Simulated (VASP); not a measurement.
# Sn4HI8 (a cell with a defect) in VASP: further runs

Runs on Sn4HI8 (a cell with a defect). Level: PBEsol. Tasks: single point.

Program: VASP 6.6.1. These are calculated values, not measurements. Logs are shortened: lines on timing, memory, paths and dates and some standing lists are left out, and cuts for length are marked.

**1. The cell of the first run**

The cell holds a defect, 13 atoms: a = 7.584 Å, b = 7.584 Å, c = 9.239 Å, α = 90.00°, β = 90.00°, γ = 90.00°.

**2. Single point, PBEsol**

Input file INCAR:

```
PREC = Accurate
ENCUT = 520
EDIFF = 1E-6
ISMEAR = -1
SIGMA = 0.02
LREAL = False
LASPH = True
NELM = 100
ALGO = Normal
ISIF = 2
LWAVE = False
LCHARG = True
GGA = PS
LELF = True
LVHAR = True
NBANDS = 68
NELECT = 112.0
```

Input file KPOINTS:

```
regular mesh
0
Gamma
  1 1 1
```

Input file POSCAR:

```
Sn4HI8
1.0
    7.5838790000      0.0000000000      0.0000000000
    0.0000000000      7.5838790000      0.0000000000
    0.0000000000      0.0000000000      9.2389150000
Sn I H
4 8 1
Direct
   -0.0116431183      0.0301297001     -0.0054876574
    0.2906032652      0.3089184308      0.2303084291
    0.0259365952      0.0354040459      0.5036413908
    0.6024885154      0.6311809563      0.7606953847
    0.2996355823      0.2908142390     -0.0856052902
    0.6726241281      0.6865747726      0.0648128054
    0.9111036714      0.2922119406      0.2506571389
    0.2780766940      0.9308033527      0.2516745743
    0.2877683043      0.3484100946      0.5600332940
    0.6197751836      0.7032153335      0.4706180325
    0.7541391417      0.1845493579      0.7569178848
    0.1673154332      0.7405049580      0.7419594184
    0.6508542660      0.7323824655      0.2644899320
```

Potentials or basis: VASP PAW PBE potentials, release 64 (Sn_d, I, H).

Run with:

```bash
$ cat potpaw_PBE.64/Sn_d/POTCAR potpaw_PBE.64/I/POTCAR potpaw_PBE.64/H/POTCAR > POTCAR
$ mpirun -np 1 vasp_gam > vasp.out
```

OUTCAR:

```text
PREC = Accurate
   ENCUT = 520
   EDIFF = 1E-6
   ISMEAR = -1
   LREAL = False
   LASPH = True
   NELM = 100
   ISIF = 2
   GGA = PS
   NELECT = 112.0

 ion  position               nearest neighbor table
   1  0.988  0.030  0.995-  11 3.06   7 3.15   5 3.17   8 3.32  12 3.48   6 3.60
   2  0.291  0.309  0.230-   8 2.88   7 2.89   5 2.92   9 3.06
   3  0.026  0.035  0.504-   8 3.12   9 3.14   7 3.16  12 3.32  11 3.32
   4  0.602  0.631  0.761-  10 2.74   6 2.89  12 3.41  11 3.58
   5  0.300  0.291  0.914-   2 2.92   1 3.17   9 3.30
   6  0.673  0.687  0.065-  13 1.88   4 2.89   1 3.60
   7  0.911  0.292  0.251-   2 2.89   1 3.15   3 3.16
   8  0.278  0.931  0.252-   2 2.88   3 3.12   1 3.32
   9  0.288  0.348  0.560-   2 3.06   3 3.14   5 3.30  12 3.54
  10  0.620  0.703  0.471-  13 1.93   4 2.74
  11  0.754  0.185  0.757-   1 3.06   3 3.32   4 3.58
  12  0.167  0.741  0.742-   3 3.32   4 3.41   1 3.48   9 3.54
  13  0.651  0.732  0.264-   6 1.88  10 1.93

  LATTYP: Found a simple tetragonal cell.
 ALAT       =     7.5838790000
 C/A-ratio  =     1.2182308025

  Lattice vectors:

 A1 = (   7.5838790000,   0.0000000000,   0.0000000000)
 A2 = (   0.0000000000,   7.5838790000,   0.0000000000)
 A3 = (   0.0000000000,   0.0000000000,   9.2389150000)

Analysis of symmetry for initial positions (statically):
=====================================================================
 Subroutine PRICEL returns:
 Original cell was already a primitive cell.

 Routine SETGRP: Setting up the symmetry group for a
 simple tetragonal supercell.

 Subroutine GETGRP returns: Found  1 space group operations
 (whereof  1 operations were pure point group operations)
 out of a pool of 16 trial point group operations.

The static configuration has the point symmetry C_1 .

Analysis of symmetry for dynamics (positions and initial velocities):
=====================================================================
 Subroutine PRICEL returns:
 Original cell was already a primitive cell.

 Routine SETGRP: Setting up the symmetry group for a
 simple tetragonal supercell.

 Subroutine GETGRP returns: Found  1 space group operations
 (whereof  1 operations were pure point group operations)
 out of a pool of 16 trial point group operations.

The dynamic configuration has the point symmetry C_1 .

 Subroutine INISYM returns: Found  1 space group operations
[... 105 lines left out ...]
   PSTRESS=    0.0 pullay stress
   NELECT =     112.0000    total number of electrons
   NUPDOWN=      -1.0000    fix difference up-down
   EMIN   =  10.00;   EMAX   =-10.00  energy-range for DOS
   EFERMI =   0.00;   METHOD = LEGACY
   ISMEAR =    -1;   SIGMA  =   0.02  broadening in eV -4-tet -1-fermi 0-gaus
   EFERMI_NEDOS =   21; number of points for ismear=-14 and -15
   IALGO  =     38    algorithm
   IMIX   =      4    mixing-type and parameters
     AMIX     =   0.40;   BMIX     =  1.00
     AMIX_MAG =   1.60;   BMIX_MAG =  1.00
  volume/ion in A,a.u.               =      40.88       275.84
  Fermi-wavevector in a.u.,A,eV,Ry     =   0.974271  1.841104 12.914693  0.949203
  Thomas-Fermi vector in A             =   2.104717
   LORBIT       =      0    0 simple, 1 ext, 2 COOP (PROOUT), +10 PAW based schemes
   GGA     = PS    functional components
   LHFCALC =     F    Hartree Fock is set to
   AEXX    =    0.0000 exact exchange contribution
   IVDW    =     0    specifies the selected vdW correction
   LEPSILON=     F    determine dielectric tensor
   LRPA    =     F    only Hartree local field effects (RPA)
 non-spin polarized calculation
  energy-cutoff  :      520.00
  volume of cell :      531.38
 maximum number of plane-waves:      7148
   NGX = 29   NGY = 29   NGZ = 35

 number of electron     111.9999989 magnetization

 Free energy of the ion-electron system (eV)
  ---------------------------------------------------
  ext. energy  EPLUGINS =         0.00000000
  ---------------------------------------------------
  free energy    TOTEN  =       -42.66407220 eV

  energy without entropy =      -42.66407220  energy(sigma->0) =      -42.66407220

 E-fermi :   2.6287     XC(G=0):  -7.8794

 val. band max:        2.1503954648   @ k =   0.0000   0.0000   0.0000
 cond. band min:       4.1108438697   @ k =   0.0000   0.0000   0.0000
 fundamental gap:      1.9604484049
 Fermi energy:         2.6286643015

 k-point     1 :       0.0000    0.0000    0.0000
  band No.  band energies     occupation
      1     -19.2393      2.00000
      2     -19.2350      2.00000
      3     -19.2108      2.00000
      4     -19.1914      2.00000
      5     -19.1638      2.00000
      6     -18.7678      2.00000
[... 60 lines left out ...]
     67       6.7943      0.00000
     68       7.1040      0.00000

------------------------ aborting loop because EDIFF is reached ----------------------------------------

  FORCE on cell =-STRESS in cart. coord.  units (eV):
  Direction    XX          YY          ZZ          XY          YZ          ZX
  --------------------------------------------------------------------------------------
  -------------------------------------------------------------------------------------
  Total      -17.0913658    -16.1518106     -1.3920708     -3.4382469     -0.3121895      0.2316177
  in kB      -51.5327821    -48.6998960     -4.1972820    -10.3667798     -0.9412937      0.6983588
  external PRESSURE =     -34.8099867 kB  Pullay stress =       0.0000000 kB

 VOLUME and BASIS-vectors are now :
 -----------------------------------------------------------------------------
  energy-cutoff  :      520.00
  volume of cell :      531.38
      direct lattice vectors                 reciprocal lattice vectors
     7.583879000  0.000000000  0.000000000     0.131858644  0.000000000  0.000000000
     0.000000000  7.583879000  0.000000000     0.000000000  0.131858644  0.000000000
     0.000000000  0.000000000  9.238915000     0.000000000  0.000000000  0.108237818

 POSITION                                       TOTAL-FORCE (eV/Angst)
 -----------------------------------------------------------------------------------
      7.49558      0.22850      9.18821         0.374620     -0.058858     -0.614383
      2.20390      2.34280      2.12780         0.939428      0.951865      0.248360
      0.19670      0.26850      4.65310         0.127486      0.142934      0.667094
      4.56920      4.78680      7.02800        -0.146295     -0.035255      0.530232
      2.27240      2.20550      8.44802        -0.346799      0.035662      0.215282
      5.10110      5.20690      0.59880        -0.253460      0.180824      0.112378
      6.90970      2.21610      2.31580        -0.832223      0.033722     -0.024276
      2.10890      7.05910      2.32520        -0.132458     -0.689321     -0.035661
      2.18240      2.64230      5.17410        -0.160493     -0.999449     -0.394050
      4.70030      5.33310      4.34800         0.646213      0.086922     -0.951042
      5.71930      1.39960      6.99310         0.110075     -0.187665     -0.173558
      1.26890      5.61590      6.85490        -0.373420      0.754382      0.435148
      4.93600      5.55430      2.44360         0.047325     -0.215764     -0.015523
 -----------------------------------------------------------------------------------
    total drift:                                0.000592      0.000780     -0.000353

  FREE ENERGIE OF THE ION-ELECTRON SYSTEM (eV)
  ---------------------------------------------------
  free  energy   TOTEN  =       -42.6640722028 eV

  energy  without entropy=      -42.6640722027  energy(sigma->0) =      -42.66407220
```

It took 74 s on 1 thread of Oxide Virtual Turin-like, shared host; peak memory 0.46 GiB.

Results:

```
Free energy   : -42.6641 eV
Largest force : 1.360 eV/Å
```

Forces on the atoms (eV/Å):
```
Sn   0.375 -0.059 -0.614
Sn   0.939  0.952  0.248
Sn   0.127  0.143  0.667
Sn  -0.146 -0.035  0.530
I   -0.347  0.036  0.215
I   -0.253  0.181  0.112
I   -0.832  0.034 -0.024
I   -0.132 -0.689 -0.036
I   -0.160 -0.999 -0.394
I    0.646  0.087 -0.951
I    0.110 -0.188 -0.174
I   -0.373  0.754  0.435
H    0.047 -0.216 -0.016
```

Caveat: the k points lie up to 0.83 Å⁻¹ apart, too coarse for converged energies, forces and pressures; the cell carries a net charge on a neutralising background, which shifts energy and pressure; the cell is charged against a uniform background, so pressure and absolute levels hang on convention; the PAW data sets were made with another functional, which shifts forces and pressure a little; spin-orbit coupling is left out, which moves the levels of the heavy elements.

**3. Single point, PBEsol**

Input file INCAR:

```
  PREC = Accurate
  ENCUT = 520
  EDIFF = 1E-6
  ISMEAR = -1
  SIGMA = 0.02
  LREAL = F
  LASPH = T
  NELM = 100
  ALGO = Normal
  ISIF = 2
  LWAVE = F
  LCHARG = F
  GGA = PS
  NELECT = 112.0
  NBANDS = 68
```

KPOINTS is that of step 2.

Input file POSCAR:

```
Sn4HI8
1.0
    7.5838790000      0.0000000000      0.0000000000
    0.0000000000      7.5838790000      0.0000000000
    0.0000000000      0.0000000000      9.2389150000
Sn I H
4 8 1
Direct
   -0.0203985322      0.0268859775     -0.0075874710
    0.2977368178      0.3122017110      0.2206211444
    0.0380412187      0.0389378575      0.5052757818
    0.6113494163      0.6348202549      0.7757079700
    0.3007563807      0.2750307593     -0.0920129691
    0.6740877590      0.6858231783      0.0784182991
    0.9074248152      0.2926207024      0.2507653767
    0.2809907700      0.9269003369      0.2523781202
    0.2837993591      0.3554381603      0.5476292400
    0.5998513426      0.7123399516      0.4681069152
    0.7591893278      0.1935948609      0.7592882931
    0.1662078206      0.7290464418      0.7417970617
    0.6566033029      0.6752349292      0.2842541575
```

Potentials or basis: VASP PAW PBE potentials, release 64 (Sn_d, I, H).

Run with:

```bash
$ cat potpaw_PBE.64/Sn_d/POTCAR potpaw_PBE.64/I/POTCAR potpaw_PBE.64/H/POTCAR > POTCAR
$ mpirun -np 1 vasp_gam > vasp.out
```

Run time: 74 s. Hardware: 1 thread of Oxide Virtual Turin-like, shared host; peak memory 0.46 GiB.

Results (log left out):

* Free energy: -42.4440 eV
* Largest force: 1.104 eV/Å

Forces on the atoms (eV/Å):
```
Sn   0.557 -0.020 -0.342
Sn   0.477  0.557  0.264
Sn   0.047  0.174  0.435
Sn  -0.076  0.056 -0.172
I   -0.356  0.137  0.120
I   -0.222 -0.016 -0.417
I   -0.388 -0.134 -0.089
I   -0.309 -0.265 -0.201
I   -0.046 -1.098 -0.107
I    0.786 -0.234  0.610
I   -0.050 -0.101 -0.332
I   -0.465  0.846  0.528
H    0.045  0.099 -0.296
```

Levels at points of the mesh, in eV from the Fermi level:
| k point | band 54 | band 55 | band 56 | band 57 | band 58 | band 59 |
| --- | --- | --- | --- | --- | --- | --- |
| (0.00, 0.00, 0.00) | -0.89 | -0.87 | -0.56 | 1.26 | 1.82 | 2.01 |

Caveat: the k points lie up to 0.83 Å⁻¹ apart, too coarse for converged energies, forces and pressures; the cell carries a net charge on a neutralising background, which shifts energy and pressure; the cell is charged against a uniform background, so pressure and absolute levels hang on convention; the PAW data sets were made with another functional, which shifts forces and pressure a little; spin-orbit coupling is left out, which moves the levels of the heavy elements.
